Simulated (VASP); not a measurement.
# Pb (I4/mmm) in VASP: notebook

The runs below take Pb through single point, with PBEsol.

Everything below comes from runs of VASP 6.6.1. Logs are shortened: lines on timing, memory, paths and dates and some standing lists are left out, and cuts for length are marked.

## Step 1: The cell of the first run

The structure is tetragonal, space group I4/mmm (No. 139). The conventional cell has a = 3.213 Å, b = 3.213 Å, c = 5.137 Å, α = 90.00°, β = 90.00°, γ = 90.00°. Pb (site symmetry 4/mmm) has 12 Pb at 3.21 to 3.43 Å within 4.2 Å.

## Step 2: Single point, PBEsol (strain -0.080 along x and y, +0.040 along z)

Input file INCAR:

```
PREC = Accurate
ENCUT = 520
EDIFF = 1E-6
ISMEAR = 0
SIGMA = 0.15
LREAL = F
LASPH = T
NELM = 80
ALGO = Normal
ISIF = 2
LWAVE = F
LCHARG = F
GGA = PS
NBANDS = 13
```

Input file KPOINTS:

```
regular mesh
0
Gamma
  16 16 16
```

Input file POSCAR:

```
Pb
1.0
    0.0000000000      2.2722160000      2.5685920000
    2.2722160000      0.0000000000      2.5685920000
    2.2722160000      2.2722160000      0.0000000000
Pb
1
Direct
    0.0000000000      0.0000000000      0.0000000000
```

Potentials or basis: VASP PAW PBE potentials, release 64 (Pb_d).

Run with:

```console
$ cat potpaw_PBE.64/Pb_d/POTCAR > POTCAR
$ mpirun -np 1 vasp_std > vasp.out
```

OUTCAR:

```text
PREC = Accurate
   ENCUT = 520
   EDIFF = 1E-6
   ISMEAR = 0
   LREAL = F
   LASPH = T
   NELM = 80
   ISIF = 2
   GGA = PS

 ion  position               nearest neighbor table
   1  0.000  0.000  0.000-

  LATTYP: Found a body centered tetragonal cell.
 ALAT       =     3.2133986838
 C/A-ratio  =     1.5986762009

  Lattice vectors:

 A1 = (  -2.2722160000,   0.0000000000,   2.5685920000)
 A2 = (   2.2722160000,   0.0000000000,   2.5685920000)
 A3 = (   0.0000000000,   2.2722160000,  -2.5685920000)

Analysis of symmetry for initial positions (statically):
=====================================================================
 Subroutine PRICEL returns:
 Original cell was already a primitive cell.

 Routine SETGRP: Setting up the symmetry group for a
 body centered tetragonal supercell.

 Subroutine GETGRP returns: Found 16 space group operations
 (whereof 16 operations were pure point group operations)
 out of a pool of 16 trial point group operations.

The static configuration has the point symmetry D_4h.

Analysis of symmetry for dynamics (positions and initial velocities):
=====================================================================
 Subroutine PRICEL returns:
 Original cell was already a primitive cell.

 Routine SETGRP: Setting up the symmetry group for a
 body centered tetragonal supercell.

 Subroutine GETGRP returns: Found 16 space group operations
 (whereof 16 operations were pure point group operations)
 out of a pool of 16 trial point group operations.

The dynamic configuration has the point symmetry D_4h.

 Subroutine INISYM returns: Found 16 space group operations
 (whereof 16 operations are pure point group operations),
 and found     1 'primitive' translations

----------------------------------------------------------------------------------------

                                     Primitive cell

  volume of cell :      26.5231

  direct lattice vectors                    reciprocal lattice vectors
     0.000000000  2.272216000  2.568592000    -0.220049502  0.220049502  0.194659175
     2.272216000  0.000000000  2.568592000     0.220049502 -0.220049502  0.194659175
     2.272216000  2.272216000  0.000000000     0.220049502  0.220049502 -0.194659175

  length of vectors
     3.429377555  3.429377555  3.213398684     0.367063702  0.367063702  0.367063702

  position of ions in fractional coordinates (direct lattice)
     0.000000000  0.000000000  0.000000000

  ion indices of the primitive-cell ions
   primitive index   ion index
                 1           1

----------------------------------------------------------------------------------------

 KPOINTS: regular mesh

Automatic generation of k-mesh.
 Grid dimensions read from file:
 generate k-points for:   16   16   16

 Generating k-lattice:

  Cartesian coordinates                     Fractional coordinates (reciprocal lattice)
    -0.013753094  0.013753094  0.012166198     0.062500000 -0.000000000  0.000000000
     0.013753094 -0.013753094  0.012166198    -0.000000000  0.062500000  0.000000000
     0.013753094  0.013753094 -0.012166198     0.000000000  0.000000000  0.062500000

  Length of vectors
     0.022941481  0.022941481  0.022941481

  Shift w.r.t. Gamma in fractional coordinates (k-lattice)
     0.000000000  0.000000000  0.000000000

 Subroutine IBZKPT returns following result:
 ===========================================

 Found    349 irreducible k-points:

 Following reciprocal coordinates:
            Coordinates               Weight
  0.000000  0.000000  0.000000      1.000000
  0.062500  0.000000  0.000000      8.000000
  0.125000  0.000000  0.000000      8.000000
  0.187500  0.000000  0.000000      8.000000
  0.250000  0.000000  0.000000      8.000000
  0.312500  0.000000  0.000000      8.000000
[... 16 lines left out ...]
 -0.125000  0.062500  0.000000      8.000000
 -0.062500  0.062500  0.000000      4.000000
 [... further k-points ...]
   k-points           NKPTS =    349   k-points in BZ     NKDIM =    349   number of bands    NBANDS=     13
   number of dos      NEDOS =    301   number of ions     NIONS =      1
   total plane-waves  NPLWV =  18816
   dimension x,y,z NGX =    28 NGY =   28 NGZ =   24
   dimension x,y,z NGXF=    56 NGYF=   56 NGZF=   48
   ions per type =               1
   NGX,Y,Z   is equivalent  to a cutoff of  13.57, 13.57, 12.42 a.u.
   NGXF,Y,Z  is equivalent  to a cutoff of  27.15, 27.15, 24.83 a.u.
 SYSTEM =  unknown system
   PREC   = accura    normal or accurate (medium, high low for compatibility)
   ISTART =      0    job   : 0-new  1-cont  2-samecut
   ICHARG =      2    charge: 1-file 2-atom 10-const
   ISPIN  =      1    spin polarized calculation?
   LNONCOLLINEAR =      F non collinear calculations
   LSORBIT =      F    spin-orbit coupling
   LASPH  =      T    aspherical Exc in radial PAW
   ENCUT  =  520.0 eV  38.22 Ry    6.18 a.u.   6.38  6.38  5.97*2*pi/ulx,y,z
   NELM   =     80;   NELMIN=  2; NELMDL= -5     # of ELM steps
   EDIFF  = 0.1E-05   stopping-criterion for ELM
   LREAL  =      F    real-space projection
   EDIFFG = 0.1E-04   stopping-criterion for IOM
   NSW    =      0    number of steps for IOM
   IBRION =     -1    ionic relax: 0-MD 1-quasi-New 2-CG
   NFREE  =      0    steps in history (QN), initial steepest desc. (CG)
   ISIF   =      2    stress and relaxation
   ISYM   =      2    0-nonsym 1-usesym 2-fastsym
   POTIM  = 0.5000    time-step for ionic-motion
   TEBEG  =    0.0;   TEEND  =   0.0 temperature during run
   PSTRESS=    0.0 pullay stress
   NELECT =      14.0000    total number of electrons
   NUPDOWN=      -1.0000    fix difference up-down
   EMIN   =  10.00;   EMAX   =-10.00  energy-range for DOS
   EFERMI =   0.00;   METHOD = LEGACY
   ISMEAR =     0;   SIGMA  =   0.15  broadening in eV -4-tet -1-fermi 0-gaus
   EFERMI_NEDOS =   21; number of points for ismear=-14 and -15
   IALGO  =     38    algorithm
   IMIX   =      4    mixing-type and parameters
     AMIX     =   0.40;   BMIX     =  1.00
     AMIX_MAG =   1.60;   BMIX_MAG =  1.00
  volume/ion in A,a.u.               =      26.52       178.99
  Fermi-wavevector in a.u.,A,eV,Ry     =   1.323049  2.500201 23.816450  1.750460
  Thomas-Fermi vector in A             =   2.452686
   LORBIT       =      0    0 simple, 1 ext, 2 COOP (PROOUT), +10 PAW based schemes
   GGA     = PS    functional components
   LHFCALC =     F    Hartree Fock is set to
   AEXX    =    0.0000 exact exchange contribution
   IVDW    =     0    specifies the selected vdW correction
   LEPSILON=     F    determine dielectric tensor
   LRPA    =     F    only Hartree local field effects (RPA)
 non-spin polarized calculation
 Gauss-broadening in eV      SIGMA  =   0.15
  energy-cutoff  :      520.00
  volume of cell :       26.52
 maximum number of plane-waves:       729
 NGX is ok and might be reduce to    28
   NGX = 13   NGY = 13   NGZ = 11

 number of electron      14.0000001 magnetization

 Free energy of the ion-electron system (eV)
  ---------------------------------------------------
  ext. energy  EPLUGINS =         0.00000000
  ---------------------------------------------------
  free energy    TOTEN  =        -3.90544106 eV

  energy without entropy =       -3.89958182  energy(sigma->0) =       -3.90251144

 E-fermi :   8.7945     XC(G=0): -11.0001

 val. band max:        8.7927559420   @ k =  -0.1875   0.3750   0.2500
 cond. band min:       8.7982504924   @ k =  -0.1875   0.1875   0.0000
 fundamental gap:      0.0054945504
 Fermi energy:         8.7944536452

 k-point     1 :       0.0000    0.0000    0.0000
  band No.  band energies     occupation
      1      -8.5909      2.00000
      2      -8.3430      2.00000
      3      -8.3430      2.00000
      4      -8.3286      2.00000
      5      -8.1186      2.00000
      6      -4.0684      2.00000
      7      17.1643      0.00000
      8      17.1643      0.00000
      9      17.3231      0.00000
     10      18.6733      0.00000
     11      20.8891      0.00000
     12      21.8386      0.00000
     13      22.3700      0.00000

 k-point     2 :       0.0625    0.0000    0.0000
  band No.  band energies     occupation
      1      -8.5806      2.00000
      2      -8.3460      2.00000
      3      -8.3359      2.00000
      4      -8.3242      2.00000
      5      -8.1230      2.00000
      6      -3.9818      2.00000
      7      16.1393      0.00000
      8      17.0693      0.00000
      9      17.1212      0.00000
     10      18.5583      0.00000
     11      20.6465      0.00000
     12      22.1467      0.00000
     13      22.5494      0.00000

 k-point     3 :       0.1250    0.0000    0.0000
  band No.  band energies     occupation
      1      -8.5554      2.00000
      2      -8.3599      2.00000
      3      -8.3173      2.00000
      4      -8.3036      2.00000
      5      -8.1340      2.00000
      6      -3.7205      2.00000
      7      14.0699      0.00000
      8      16.5190      0.00000
      9      17.0058      0.00000
     10      18.4579      0.00000
     11      20.1573      0.00000
     12      22.5215      0.00000
     13      22.9669      0.00000
[... 305 lines left out ...]
 k-point    23 :      -0.1250    0.0625    0.0000
  band No.  band energies     occupation
      1      -8.5158      2.00000
      2      -8.3808      2.00000
      3      -8.3068      2.00000
      4      -8.2724      2.00000
      5      -8.1601      2.00000
      6      -3.4789      2.00000
      7      13.0320      0.00000
      8      15.0209      0.00000
      9      17.5607      0.00000
     10      18.9009      0.00000
     11      21.1259      0.00000
     12      22.0243      0.00000
     13      22.7210      0.00000

 k-point    24 :      -0.0625    0.0625    0.0000
  band No.  band energies     occupation
      1      -8.5484      2.00000
      2      -8.3613      2.00000
      3      -8.3271      2.00000
      4      -8.3075      2.00000
      5      -8.1395      2.00000
      6      -3.8187      2.00000
      7      14.9595      0.00000
      8      16.0029      0.00000
      9      17.4118      0.00000
     10      18.6635      0.00000
     11      21.1369      0.00000
     12      22.0530      0.00000
     13      22.4797      0.00000

 [... further k-points ...]

------------------------ aborting loop because EDIFF is reached ----------------------------------------

  FORCE on cell =-STRESS in cart. coord.  units (eV):
  Direction    XX          YY          ZZ          XY          YZ          ZX
  --------------------------------------------------------------------------------------
  -------------------------------------------------------------------------------------
  Total        1.5161595      1.5161595      0.9725529      0.0000000     -0.0000000     -0.0000000
  in kB       91.5864319     91.5864319     58.7488604      0.0000000     -0.0000000     -0.0000000
  external PRESSURE =      80.6405747 kB  Pullay stress =       0.0000000 kB

 VOLUME and BASIS-vectors are now :
 -----------------------------------------------------------------------------
  energy-cutoff  :      520.00
  volume of cell :       26.52
      direct lattice vectors                 reciprocal lattice vectors
     0.000000000  2.272216000  2.568592000    -0.220049502  0.220049502  0.194659175
     2.272216000  0.000000000  2.568592000     0.220049502 -0.220049502  0.194659175
     2.272216000  2.272216000  0.000000000     0.220049502  0.220049502 -0.194659175

 POSITION                                       TOTAL-FORCE (eV/Angst)
 -----------------------------------------------------------------------------------
      0.00000      0.00000      0.00000        -0.000000      0.000000     -0.000000
 -----------------------------------------------------------------------------------
    total drift:                                0.000000     -0.000000     -0.000000

  FREE ENERGIE OF THE ION-ELECTRON SYSTEM (eV)
  ---------------------------------------------------
  free  energy   TOTEN  =        -3.9054410581 eV

  energy  without entropy=       -3.8995818173  energy(sigma->0) =       -3.90251144
```

It took 2.4 min on 1 thread of Intel Xeon 8259CL, shared host; peak memory 0.24 GiB.

Results:

```
Free energy            : -3.9054 eV
Pressure               : 8.1 GPa
Band gap on the k mesh : zero (bands 7 and 8 overlap by 10.77 eV)
```

Levels at points of the mesh, in eV from the Fermi level:
```csv
k point,band 5,band 6,band 7,band 8,band 9,band 10
"(0.00, 0.00, 0.00)",-16.91,-12.86,8.37,8.37,8.53,9.88
"(0.50, 0.00, 0.00)",-16.77,-8.33,-5.01,4.78,7.51,9.30
"(0.50, 0.50, 0.00)",-16.78,-7.77,-4.60,3.25,3.25,6.93
"(0.50, 0.00, 0.50)",-16.66,-6.01,-3.54,1.20,2.06,5.28
```

Caveat: the cell differs from its parent crystal (strain -0.080 along x and y, +0.040 along z); the cell stands under pressure; the PAW data sets were made with another functional, which shifts forces and pressure a little; spin-orbit coupling is left out, which moves the levels of the heavy elements.

## Step 3: Single point, PBEsol (strain -0.080 along x and y, +0.080 along z)

Input file INCAR:

```
  ALGO = Fast
  EDIFF = 1E-6
  ENCUT = 520
  GGA = PS
  ISIF = 2
  ISMEAR = 0
  LASPH = T
  LCHARG = F
  LREAL = F
  LWAVE = F
  NBANDS = 13
  NELM = 80
  PREC = Accurate
  SIGMA = 0.15
```

Input file KPOINTS:

```
k-points
0
Gamma
  16 16 16
```

Input file POSCAR:

```
Pb
1.0
    0.0000000000      2.2722160000      2.6673840000
    2.2722160000      0.0000000000      2.6673840000
    2.2722160000      2.2722160000      0.0000000000
Pb
1
Direct
    0.0000000000      0.0000000000      0.0000000000
```

Potentials or basis: VASP PAW PBE potentials, release 64 (Pb_d).

Run with:

```console
$ cat potpaw_PBE.64/Pb_d/POTCAR > POTCAR
$ mpirun -np 1 vasp_std > vasp.out
```

OUTCAR:

```text
EDIFF = 1E-6
   ENCUT = 520
   GGA = PS
   ISIF = 2
   ISMEAR = 0
   LASPH = T
   LREAL = F
   NELM = 80
   PREC = Accurate

 ion  position               nearest neighbor table
   1  0.000  0.000  0.000-

  LATTYP: Found a body centered tetragonal cell.
 ALAT       =     3.2133986838
 C/A-ratio  =     1.6601637471

  Lattice vectors:

 A1 = (  -2.2722160000,   0.0000000000,   2.6673840000)
 A2 = (   2.2722160000,   0.0000000000,   2.6673840000)
 A3 = (   0.0000000000,   2.2722160000,  -2.6673840000)

Analysis of symmetry for initial positions (statically):
=====================================================================
 Subroutine PRICEL returns:
 Original cell was already a primitive cell.

 Routine SETGRP: Setting up the symmetry group for a
 body centered tetragonal supercell.

 Subroutine GETGRP returns: Found 16 space group operations
 (whereof 16 operations were pure point group operations)
 out of a pool of 16 trial point group operations.

The static configuration has the point symmetry D_4h.

Analysis of symmetry for dynamics (positions and initial velocities):
=====================================================================
 Subroutine PRICEL returns:
[... 171 lines left out ...]
      6      -4.2528      2.00000
      7      16.3242      0.00000
      8      16.4071      0.00000
      9      16.4071      0.00000
     10      18.3019      0.00000
     11      19.6798      0.00000
     12      20.8772      0.00000
     13      21.5927      0.00000
[... 354 lines left out ...]
  band No.  band energies     occupation
      1      -9.0155      2.00000
      2      -8.7858      2.00000
      3      -8.7784      2.00000
      4      -8.7449      2.00000
      5      -8.5766      2.00000
      6      -4.0061      2.00000
      7      14.1897      0.00000
      8      15.2415      0.00000
      9      16.6585      0.00000
     10      18.1265      0.00000
     11      19.7867      0.00000
     12      21.2274      0.00000
     13      21.8333      0.00000

 [... further k-points ...]

------------------------ aborting loop because EDIFF is reached ----------------------------------------

  FORCE on cell =-STRESS in cart. coord.  units (eV):
  Direction    XX          YY          ZZ          XY          YZ          ZX
  --------------------------------------------------------------------------------------
  -------------------------------------------------------------------------------------
  Total        1.1558905      1.1558905      0.4897545      0.0000000      0.0000000      0.0000000
  in kB       67.2376500     67.2376500     28.4888048      0.0000000      0.0000000      0.0000000
  external PRESSURE =      54.3213683 kB  Pullay stress =       0.0000000 kB

 VOLUME and BASIS-vectors are now :
 -----------------------------------------------------------------------------
  energy-cutoff  :      520.00
  volume of cell :       27.54
      direct lattice vectors                 reciprocal lattice vectors
     0.000000000  2.272216000  2.667384000    -0.220049502  0.220049502  0.187449576
     2.272216000  0.000000000  2.667384000     0.220049502 -0.220049502  0.187449576
     2.272216000  2.272216000  0.000000000     0.220049502  0.220049502 -0.187449576

 POSITION                                       TOTAL-FORCE (eV/Angst)
 -----------------------------------------------------------------------------------
      0.00000      0.00000      0.00000        -0.000000     -0.000000      0.000000
 -----------------------------------------------------------------------------------
    total drift:                                0.000000     -0.000000     -0.000000

  FREE ENERGIE OF THE ION-ELECTRON SYSTEM (eV)
  ---------------------------------------------------
  free  energy   TOTEN  =        -3.9333235354 eV

  energy  without entropy=       -3.9268938801  energy(sigma->0) =       -3.93010871
```

OSZICAR:

```text
N       E                     dE             d eps       ncg     rms          rms(c)
DAV:   1     0.107008646887E+03    0.10701E+03   -0.71887E+03  9239   0.130E+03
DAV:   2     0.106245810729E+01   -0.10595E+03   -0.10226E+03  9549   0.317E+02
DAV:   3    -0.384180102984E+01   -0.49043E+01   -0.48861E+01 11295   0.732E+01
DAV:   4    -0.395067517294E+01   -0.10887E+00   -0.10884E+00 10996   0.113E+01
DAV:   5    -0.395547851355E+01   -0.48033E-02   -0.48032E-02 12742   0.225E+00    0.720E-01
RMM:   6    -0.393812694772E+01    0.17352E-01   -0.16682E-02 11032   0.191E+00    0.343E-01
RMM:   7    -0.393345177093E+01    0.46752E-02   -0.10376E-02 10933   0.118E+00    0.917E-02
RMM:   8    -0.393326537957E+01    0.18639E-03   -0.19774E-03 13245   0.625E-01    0.133E-02
RMM:   9    -0.393331395208E+01   -0.48573E-04   -0.51421E-04 13843   0.218E-01    0.132E-02
RMM:  10    -0.393332658259E+01   -0.12631E-04   -0.12975E-04 11685   0.202E-01    0.154E-02
RMM:  11    -0.393332052169E+01    0.60609E-05   -0.63418E-05 12700   0.109E-01    0.192E-03
RMM:  12    -0.393332329759E+01   -0.27759E-05   -0.28756E-05 12456   0.560E-02    0.131E-03
RMM:  13    -0.393332353544E+01   -0.23785E-06   -0.38697E-06  7782   0.266E-02
   1 F= -.39333235E+01 E0= -.39301087E+01  d E =-.642966E-02
```

Wall time 3.8 min (1 thread of Intel Xeon 8259CL, shared host); peak memory 0.24 GiB.

Results:

| Property | Result |
| --- | --- |
| Free energy | -3.9333 eV |
| Pressure | 5.4 GPa |
| Band gap on the k mesh | zero (bands 7 and 8 overlap by 10.32 eV) |

Caveat: the cell differs from its parent crystal (strain -0.080 along x and y, +0.080 along z); the cell stands under pressure; the PAW data sets were made with another functional, which shifts forces and pressure a little; spin-orbit coupling is left out, which moves the levels of the heavy elements.

[end of part 1 of 2]

The gap in the log of VASP goes by the Fermi energy; the results here count the filled bands.